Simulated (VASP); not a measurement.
# CuO in VASP: further runs

The runs below take CuO through single point, with LDA, PBEsol, PBEsol+U.

Program: VASP 6.6.1. These are calculated values, not measurements. Logs are shortened: lines on timing, memory, paths and dates and some standing lists are left out, and cuts for length are marked.

**1. The cell of the first run**

The typed cell holds 8 atoms: a = 2.854 Å, b = 5.040 Å, c = 6.372 Å, α = 89.99°, β = 116.34°, γ = 89.99°.

**2. Single point, LDA**

The input, INCAR:

```
SYSTEM = CuO
PREC = Accurate ; ENCUT = 520
EDIFF = 1E-6 ; ISMEAR = -1
SIGMA = 0.05 ; LREAL = .False.
LASPH = .True. ; NELM = 100
ALGO = Normal ; ISIF = 2
LWAVE = .False. ; LCHARG = .False.
GGA = CA ; NBANDS = 44
```

The input, KPOINTS:

```
regular mesh
0
Gamma
  9 5 5
  0 0 0
```

The input, POSCAR:

```
CuO
1.0
   -2.0170602953      2.0134376443     -0.1576188250
    0.3915450809     -0.0002374736     -5.0247689781
   -2.0183400153     -6.0420641819     -0.1581552870
Cu O
4 4
Direct
    0.2499366156      0.0000003278      0.2499969572
    0.7500632855      0.0000003427      0.7500034228
    1.0000000186      0.5000005077      0.5000001174
    0.5000003112      0.5000007682      0.9999999695
    0.7499372677      0.7496976734      0.2499291226
    0.2500696262      0.7496970747      0.7499270736
    0.7499287881      0.2503012630      0.2500710229
    0.2500641170      0.2503020226      0.7500723439
```

Potentials or basis: VASP PAW LDA potentials, release 64 (Cu, O).

Started as:

```
$ cat potpaw_LDA.64/Cu/POTCAR potpaw_LDA.64/O/POTCAR > POTCAR
$ mpirun -np 1 vasp_std > vasp.out
```

OUTCAR:

```text
SYSTEM = CuO
   PREC = Accurate
   ENCUT = 520
   EDIFF = 1E-6
   ISMEAR = -1
   LREAL = .False.
   LASPH = .True.
   NELM = 100
   ISIF = 2
   GGA = CA

 ion  position               nearest neighbor table
   1  0.250  0.000  0.250-   7 1.90   5 1.90   5 1.90   7 1.90
   2  0.750  0.000  0.750-   6 1.90   8 1.90   8 1.90   6 1.90
   3  0.000  0.500  0.500-   6 1.90   7 1.90   5 1.90   8 1.90
   4  0.500  0.500  1.000-   8 1.90   5 1.90   6 1.90   7 1.90
   5  0.750  0.750  0.250-   4 1.90   3 1.90   1 1.90   1 1.90
   6  0.250  0.750  0.750-   3 1.90   4 1.90   2 1.90   2 1.90
   7  0.750  0.250  0.250-   3 1.90   4 1.90   1 1.90   1 1.90
   8  0.250  0.250  0.750-   4 1.90   3 1.90   2 1.90   2 1.90

  LATTYP: Found a triclinic cell.
 ALAT       =     5.7108668988
 B/A-ratio  =     0.4998100729
 C/A-ratio  =     0.8825281992
 COS(alpha) =     0.0001216472
 COS(beta)  =     0.0002643078
 COS(gamma) =     0.0047868406

  Lattice vectors:

 A1 = (  -4.0354003106,  -4.0286265376,  -0.3157741120)
 A2 = (  -2.0170602953,   2.0134376443,  -0.1576188250)
 A3 = (   0.3915450809,  -0.0002374736,  -5.0247689781)

Analysis of symmetry for initial positions (statically):
=====================================================================
 Subroutine PRICEL returns:
 Original cell was already a primitive cell.

 Routine SETGRP: Setting up the symmetry group for a
 triclinic supercell.

 Subroutine GETGRP returns: Found  2 space group operations
 (whereof  2 operations were pure point group operations)
 out of a pool of  2 trial point group operations.

The static configuration has the point symmetry S_2 .

Analysis of symmetry for dynamics (positions and initial velocities):
=====================================================================
 Subroutine PRICEL returns:
 Original cell was already a primitive cell.

 Routine SETGRP: Setting up the symmetry group for a
 triclinic supercell.

 Subroutine GETGRP returns: Found  2 space group operations
 (whereof  2 operations were pure point group operations)
 out of a pool of  2 trial point group operations.

The dynamic configuration has the point symmetry S_2 .

 Subroutine INISYM returns: Found  2 space group operations
 (whereof  2 operations are pure point group operations),
 and found     1 'primitive' translations

----------------------------------------------------------------------------------------

                                     Primitive cell

  volume of cell :      82.1551

  direct lattice vectors                    reciprocal lattice vectors
    -2.017060295  2.013437644 -0.157618825    -0.369544021  0.124199384 -0.028801849
     0.391545081 -0.000237474 -5.024768978     0.015468039  0.000010716 -0.197808809
    -2.018340015 -6.042064182 -0.158155287    -0.123146245 -0.124118557 -0.009590059

  length of vectors
     2.854348801  5.040001080  6.372224815     0.390919195  0.198412664  0.175106776

  position of ions in fractional coordinates (direct lattice)
     0.249936616  0.000000328  0.249996957
     0.750063285  0.000000343  0.750003423
     0.000000019  0.500000508  0.500000117
     0.500000311  0.500000768  0.999999970
     0.749937268  0.749697673  0.249929123
     0.250069626  0.749697075  0.749927074
     0.749928788  0.250301263  0.250071023
     0.250064117  0.250302023  0.750072344

  ion indices of the primitive-cell ions
   primitive index   ion index
                 1           1
                 2           2
                 3           3
                 4           4
                 5           5
                 6           6
                 7           7
                 8           8

----------------------------------------------------------------------------------------

 KPOINTS: regular mesh

Automatic generation of k-mesh.
 Grid dimensions read from file:
 generate k-points for:    9    5    5

 Generating k-lattice:

  Cartesian coordinates                     Fractional coordinates (reciprocal lattice)
    -0.041060447  0.013799932 -0.003200205     0.111111111 -0.000000000  0.000000000
     0.003093608  0.000002143 -0.039561762     0.000000000  0.200000000  0.000000000
    -0.024629249 -0.024823711 -0.001918012     0.000000000 -0.000000000  0.200000000

  Length of vectors
     0.043435466  0.039682533  0.035021355

  Shift w.r.t. Gamma in fractional coordinates (k-lattice)
     0.000000000  0.000000000  0.000000000

 Subroutine IBZKPT returns following result:
 ===========================================

 Found    113 irreducible k-points:

 Following reciprocal coordinates:
            Coordinates               Weight
  0.000000  0.000000  0.000000      1.000000
  0.111111  0.000000  0.000000      2.000000
  0.222222  0.000000  0.000000      2.000000
  0.333333  0.000000  0.000000      2.000000
  0.444444  0.000000  0.000000      2.000000
  0.000000  0.200000  0.000000      2.000000
[... 16 lines left out ...]
 -0.111111  0.400000 -0.000000      2.000000
 -0.000000 -0.000000  0.200000      2.000000
 [... further k-points ...]
   k-points           NKPTS =    113   k-points in BZ     NKDIM =    113   number of bands    NBANDS=     44
   number of dos      NEDOS =    301   number of ions     NIONS =      8
   total plane-waves  NPLWV =  46080
   dimension x,y,z NGX =    24 NGY =   40 NGZ =   48
   dimension x,y,z NGXF=    48 NGYF=   80 NGZF=   96
   ions per type =               4   4
   NGX,Y,Z   is equivalent  to a cutoff of  13.98, 13.19, 12.52 a.u.
   NGXF,Y,Z  is equivalent  to a cutoff of  27.96, 26.39, 25.05 a.u.
 SYSTEM =  CuO
   PREC   = accura    normal or accurate (medium, high low for compatibility)
   ISTART =      0    job   : 0-new  1-cont  2-samecut
   ICHARG =      2    charge: 1-file 2-atom 10-const
   ISPIN  =      1    spin polarized calculation?
   LNONCOLLINEAR =      F non collinear calculations
   LSORBIT =      F    spin-orbit coupling
   LASPH  =      T    aspherical Exc in radial PAW
   ENCUT  =  520.0 eV  38.22 Ry    6.18 a.u.   5.31  9.37 11.85*2*pi/ulx,y,z
   NELM   =    100;   NELMIN=  2; NELMDL= -5     # of ELM steps
   EDIFF  = 0.1E-05   stopping-criterion for ELM
   LREAL  =      F    real-space projection
   EDIFFG = 0.1E-04   stopping-criterion for IOM
   NSW    =      0    number of steps for IOM
   IBRION =     -1    ionic relax: 0-MD 1-quasi-New 2-CG
   NFREE  =      0    steps in history (QN), initial steepest desc. (CG)
   ISIF   =      2    stress and relaxation
   ISYM   =      2    0-nonsym 1-usesym 2-fastsym
   POTIM  = 0.5000    time-step for ionic-motion
   TEBEG  =    0.0;   TEEND  =   0.0 temperature during run
   PSTRESS=    0.0 pullay stress
   NELECT =      68.0000    total number of electrons
   NUPDOWN=      -1.0000    fix difference up-down
   EMIN   =  10.00;   EMAX   =-10.00  energy-range for DOS
   EFERMI =   0.00;   METHOD = LEGACY
   ISMEAR =    -1;   SIGMA  =   0.05  broadening in eV -4-tet -1-fermi 0-gaus
   EFERMI_NEDOS =   21; number of points for ismear=-14 and -15
   IALGO  =     38    algorithm
   IMIX   =      4    mixing-type and parameters
     AMIX     =   0.40;   BMIX     =  1.00
     AMIX_MAG =   1.60;   BMIX_MAG =  1.00
  volume/ion in A,a.u.               =      10.27        69.30
  Fermi-wavevector in a.u.,A,eV,Ry     =   1.537091  2.904681 32.145785  2.362649
  Thomas-Fermi vector in A             =   2.643648
   LORBIT       =      0    0 simple, 1 ext, 2 COOP (PROOUT), +10 PAW based schemes
   GGA     = CA    functional components
   LHFCALC =     F    Hartree Fock is set to
   AEXX    =    0.0000 exact exchange contribution
   IVDW    =     0    specifies the selected vdW correction
   LEPSILON=     F    determine dielectric tensor
   LRPA    =     F    only Hartree local field effects (RPA)
 non-spin polarized calculation
  energy-cutoff  :      520.00
  volume of cell :       82.16
 maximum number of plane-waves:      2234
 NGX is ok and might be reduce to    24
   NGX = 11   NGY = 19   NGZ = 23

 number of electron      67.9999949 magnetization

 Free energy of the ion-electron system (eV)
  ---------------------------------------------------
  ext. energy  EPLUGINS =         0.00000000
  ---------------------------------------------------
  free energy    TOTEN  =       -46.66443939 eV

  energy without entropy =      -46.62703139  energy(sigma->0) =      -46.64573539

 E-fermi :   5.5481     XC(G=0): -12.2704

 val. band max:        5.5406669020   @ k =   0.4444   0.2000   0.4000
 cond. band min:       5.5500387199   @ k =   0.1111   0.0000   0.4000
 fundamental gap:      0.0093718178
 Fermi energy:         5.5480509051

 k-point     1 :       0.0000    0.0000    0.0000
  band No.  band energies     occupation
      1     -14.6349      2.00000
      2     -13.8900      2.00000
      3     -13.0666      2.00000
      4     -12.8714      2.00000
      5      -3.3688      2.00000
      6      -2.2745      2.00000
[... 36 lines left out ...]
     43      16.7010      0.00000
     44      17.9924      0.00000

 k-point     2 :       0.1111    0.0000    0.0000
  band No.  band energies     occupation
      1     -14.5363      2.00000
      2     -13.8437      2.00000
      3     -13.0385      2.00000
      4     -12.8617      2.00000
      5      -3.2137      2.00000
      6      -2.1494      2.00000
[... 36 lines left out ...]
     43      16.3679      0.00000
     44      18.0150      0.00000

 k-point     3 :       0.2222    0.0000    0.0000
  band No.  band energies     occupation
      1     -14.2723      2.00000
      2     -13.7239      2.00000
      3     -12.9670      2.00000
      4     -12.8366      2.00000
      5      -2.7905      2.00000
      6      -1.8599      2.00000
[... 976 lines left out ...]
     43      16.3584      0.00000
     44      17.7632      0.00000

 k-point    24 :      -0.0000   -0.0000    0.2000
  band No.  band energies     occupation
      1     -14.5707      2.00000
      2     -13.9691      2.00000
      3     -13.0482      2.00000
      4     -12.8905      2.00000
      5      -3.2679      2.00000
      6      -2.3073      2.00000
[... 36 lines left out ...]
     43      15.6852      0.00000
     44      18.4185      0.00000

 [... further k-points ...]
[... 5 lines left out ...]
  --------------------------------------------------------------------------------------
  -------------------------------------------------------------------------------------
  Total        0.4291632      0.4588877      0.7443669      0.0053139      0.0007120     -0.0220630
  in kB        8.3694777      8.9491601     14.5165325      0.1036303      0.0138856     -0.4302693
  external PRESSURE =      10.6117235 kB  Pullay stress =       0.0000000 kB

 VOLUME and BASIS-vectors are now :
 -----------------------------------------------------------------------------
  energy-cutoff  :      520.00
  volume of cell :       82.16
      direct lattice vectors                 reciprocal lattice vectors
    -2.017060295  2.013437644 -0.157618825    -0.369544021  0.124199384 -0.028801849
     0.391545081 -0.000237474 -5.024768978     0.015468039  0.000010716 -0.197808809
    -2.018340015 -6.042064182 -0.158155287    -0.123146245 -0.124118557 -0.009590059

 POSITION                                       TOTAL-FORCE (eV/Angst)
 -----------------------------------------------------------------------------------
     -1.00872     -1.00727     -0.07893         0.000138     -0.000204      0.000029
     -3.02668     -3.02136     -0.23684        -0.000138      0.000204     -0.000029
     -0.81340     -3.02115     -2.59146        -0.000000      0.000000     -0.000000
     -2.83110     -5.03546     -2.74935        -0.000000      0.000000     -0.000000
     -1.72357     -0.00031     -3.92479         0.000046     -0.000478     -0.002767
     -1.72447     -4.02779     -3.92508         0.000093     -0.001078     -0.002747
     -1.91938     -0.00107     -1.41546        -0.000093      0.001078      0.002747
     -1.92029     -4.02856     -1.41575        -0.000046      0.000478      0.002767
 -----------------------------------------------------------------------------------
    total drift:                               -0.000256     -0.002281     -0.008512

  FREE ENERGIE OF THE ION-ELECTRON SYSTEM (eV)
  ---------------------------------------------------
  free  energy   TOTEN  =       -46.6644393909 eV

  energy  without entropy=      -46.6270313944  energy(sigma->0) =      -46.64573539
```

It took 14 min on 1 thread of Intel Xeon 8259CL, shared host; peak memory 0.39 GiB.

Results:

* Free energy: -46.6644 eV
* Pressure: 1.1 GPa
* Band gap on the k mesh: zero (bands 34 and 35 overlap by 0.82 eV)

Forces in eV/Å, atoms in the order of the input:
```
Cu   0.000  0.000  0.000
Cu   0.000  0.000  0.000
Cu   0.000  0.000  0.000
Cu   0.000  0.000  0.000
O    0.000  0.000 -0.003
O    0.000 -0.001 -0.003
O    0.000  0.001  0.003
O    0.000  0.000  0.003
```

Stress tensor (GPa, compression positive):
```
 0.84  0.01 -0.04
 0.01  0.89  0.00
-0.04  0.00  1.45
```

Caveat: semilocal functionals often make such compounds metallic where correlation or magnetic order opens a gap, which also shifts bond lengths. With open d or f shells a metallic result of LDA can be an artefact of self-interaction; +U or a hybrid may open a gap.

(Continued in part 2 of 3.)
